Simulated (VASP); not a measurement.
Crystal: AlN.

```
Al N
1.0
     3.09983    0.00000    0.00000
    -1.54992    2.68453    0.00000
     0.00000    0.00000    3.87458
Al N
2 2
Cartesian
  0.0000 1.7897 0.9686
  1.5499 0.8948 2.9059
  1.5499 0.8948 0.9686
  0.0000 1.7897 2.9059
```

```yaml
Program: VASP 6.6.1
Task: relaxation of cell and atoms
Functional: PBEsol
Potentials_or_basis: VASP PAW PBE potentials, release 64 (Al, N)
Cutoff: 600 eV
k_mesh: 9 × 9 × 6
Occupations: fermi-dirac, width 0.03 eV
Spin: no spin polarisation
```

At the start: pressure 60.3 GPa; volume 8.06 Å³/atom.

Task: Where does the relaxation end?

Result: Over 9 steps the energy falls by 274.7 meV/atom and the volume is 9.77 Å³/atom (+21.2 %); space group P6_3/mmc (No. 194, to 0.05 Å).

Step by step:
```
step  energy change (eV)  largest force (eV/Å)  pressure (GPa)  volume (Å³)
   1              0.0000                0.0000           60.32        32.24
   2              0.0160                0.0000          -31.21        48.57
   3             -1.0953                0.0000           -1.52        39.32
   4             -1.0967                0.0000           -0.24        39.08
   5             -1.0966                0.0000            0.57        38.94
   6             -1.0982                0.0000            0.51        38.97
   7             -1.0987                0.0000            0.49        38.99
   8             -1.0987                0.0000           -0.48        39.16
   9             -1.0988                0.0000            0.00        39.08
```

Final structure:
```
Al N
1.0
     3.30167    0.00000    0.00000
    -1.65083    2.85933    0.00000
     0.00000    0.00000    4.13931
Al N
2 2
Direct
  0.33333 0.66667 0.25000
  0.66667 0.33333 0.75000
  0.66667 0.33333 0.25000
  0.33333 0.66667 0.75000
```

Caveat: the volume moved by over 15 % at a fixed basis, so the end points are rough; the PAW data sets were made with another functional, which shifts forces and pressure a little.
